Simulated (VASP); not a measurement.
Here is a VASP 6.6.1 calculation.

File INCAR:

```
PREC = Accurate
ENCUT = 500
EDIFF = 1E-6
ISMEAR = 0
SIGMA = 0.01
LREAL = F
LASPH = T
NELM = 120
ALGO = Normal
ISIF = 2
LWAVE = F
LCHARG = F
GGA = PE
NBANDS = 16
GGA_COMPAT = F
```

KPOINTS

```
Automatic mesh
0
Gamma
  4 4 4
```

Contents of POSCAR:

```
CdSe
1.0
    0.0000000000      3.0984587751      3.0984587751
    3.0984587751      0.0000000000      3.0984587751
    3.0984587751      3.0984587751      0.0000000000
Cd Se
1 1
Direct
    0.0000000000      0.0000000000      0.0000000000
    0.2500000000      0.2500000000      0.2500000000
```

Potentials or basis: VASP PAW PBE potentials, release 64 (Cd, Se).

Run with:

```bash
$ cat potpaw_PBE.64/Cd/POTCAR potpaw_PBE.64/Se/POTCAR > POTCAR
$ mpirun -np 1 vasp_std > vasp.out
```

Problem. Predict the band gap on the k mesh.

Solution. 0.48 eV, direct.

Problem. What does it give for the pressure?

Solution. 0.4 GPa.

Caveat: the k points lie up to 0.44 Å⁻¹ apart; the cell differs from its parent crystal (strain +1.0%).
